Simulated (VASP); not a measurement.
Runs of VASP 6.6.1 on Sn3TeW. The structure is that of space group P6/mmm (No. 191), or close to it. The cells are those of the table. 

```tsv
task	cell	k mesh	cutoff (eV)	gap on the mesh (eV)	pressure (GPa)
relaxation of cell and atoms	relaxed from a = 4.870, b = 4.870, c = 6.756 Å, angles 90.0, 90.0, 120.0°, 5 atoms	6 × 6 × 4	600	none	-0.1
single point	a = 6.456, b = 6.456, c = 4.989 Å, angles 90.0, 90.0, 120.0°, 5 atoms	6 × 6 × 4	520	none	-0.1
single point	a = 6.462, b = 6.462, c = 4.987 Å, angles 90.0, 90.0, 120.0°, 5 atoms	6 × 6 × 8	520	none	(a)
single point	a = 4.870, b = 4.870, c = 6.756 Å, angles 90.0, 90.0, 120.0°, 5 atoms	6 × 6 × 4	520	none	66.9
```

Alike in all rows: level PBE; potentials or basis VASP PAW PBE potentials, release 64 (Sn_d, Te, W_sv); no spin polarisation; smearing gaussian 0.1 eV.

Estimate the missing entries.

(a) 0.0.

Caveats: spin-orbit coupling is left out, which moves the levels of the heavy elements.

A k mesh can miss the band edges, and the runs leave out spin-orbit coupling on Sn, Te, W.

A gap of «none» marks levels without a gap at the run's occupations.
